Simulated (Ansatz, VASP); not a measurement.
**Two plane-wave programs on CuI**

File POSCAR:

```
CuI
1.0
    0.0000000000      3.0315000000      3.0315000000
    3.0315000000      0.0000000000      3.0315000000
    3.0315000000      3.0315000000      0.0000000000
Cu I
1 1
Direct
    0.2500000000      0.2500000000      0.2500000000
    0.0000000000      0.0000000000      0.0000000000
```

The input INCAR.step1:

```
ALGO     = Normal         # electronic algorithm
EDIFF    = 1E-4           # SCF threshold, eV
ENCUT    = 520            # plane-wave cutoff, eV
GGA      = PE             # functional
ISMEAR   = 0              # smearing method
LASPH    = T              # aspherical terms in the spheres
LCHARG   = F              # write CHGCAR
LREAL    = F              # projectors in reciprocal space
LWAVE    = T              # write WAVECAR
NBANDS   = 16             # bands
NELM     = 60             # most SCF steps
PREC     = Accurate       # precision mode
SIGMA    = 0.02           # smearing width, eV
```

The input INCAR.step2:

```
ALGO     = Normal         # electronic algorithm
EDIFF    = 1E-7           # SCF threshold, eV
ENCUT    = 520            # plane-wave cutoff, eV
ISIF     = 2              # what is computed and relaxed
ISMEAR   = 0              # smearing method
ISTART   = 1            
LASPH    = T              # aspherical terms in the spheres
LCHARG   = F              # write CHGCAR
LMIXTAU  = T            
LREAL    = F              # projectors in reciprocal space
LWAVE    = F              # write WAVECAR
METAGGA  = R2SCAN         # meta-GGA
NBANDS   = 16             # bands
NELM     = 60             # most SCF steps
PREC     = Accurate       # precision mode
SIGMA    = 0.02           # smearing width, eV
```

File KPOINTS:

```
k-points
0
Gamma
  8 8 8
```

Input for Ansatz:

```yaml
crystal:
  lattice:
    - [0.0, 3.0315, 3.0315]
    - [3.0315, 0.0, 3.0315]
    - [3.0315, 3.0315, 0.0]
  atoms:
    - { symbol: Cu, position: [0.25, 0.25, 0.25] }
    - { symbol: I, position: [0.0, 0.0, 0.0] }
basis:
  ecutwfc: 500
kpoints:
  mp_grid: { grid: [8, 8, 8] }
hamiltonian:
  xc: r2scan
scf:
  occupations: { method: gaussian, width: 0.02 }
output:
  forces: true
  stress: true
  eigenvalues: true
  populations: true
```

Alike in both runs: task single point; functional r2SCAN; k mesh 8 × 8 × 8; occupations gaussian, width 0.02 eV; no spin polarisation.

|  | VASP | Ansatz |
| --- | --- | --- |
| version | VASP 6.6.1 | Ansatz 0.2.0 |
| potentials or method | VASP PAW PBE potentials, release 64 (Cu, I), cutoff 520 eV | scalar-relativistic, plane waves, PAW |
| valence electrons in the cell | 18 | 36 |

VASP gave:

```
gap on the k mesh at the Fermi level (eV) : 1.61
least direct gap on the mesh (eV)         : 1.61
pressure (GPa)                            : -0.9
```

**Question.** Estimate Ansatz's values.

**Answer.** gap on the k mesh at the Fermi level (eV): 1.61; least direct gap on the mesh (eV): 1.61; pressure (GPa): -0.8.

VASP's potentials were made for PBE, not for r2SCAN. VASP's potentials hold 18 valence electrons a cell and Ansatz's 36, so a difference there can come from the potentials and not from the codes.

Neither program's run includes spin-orbit coupling.
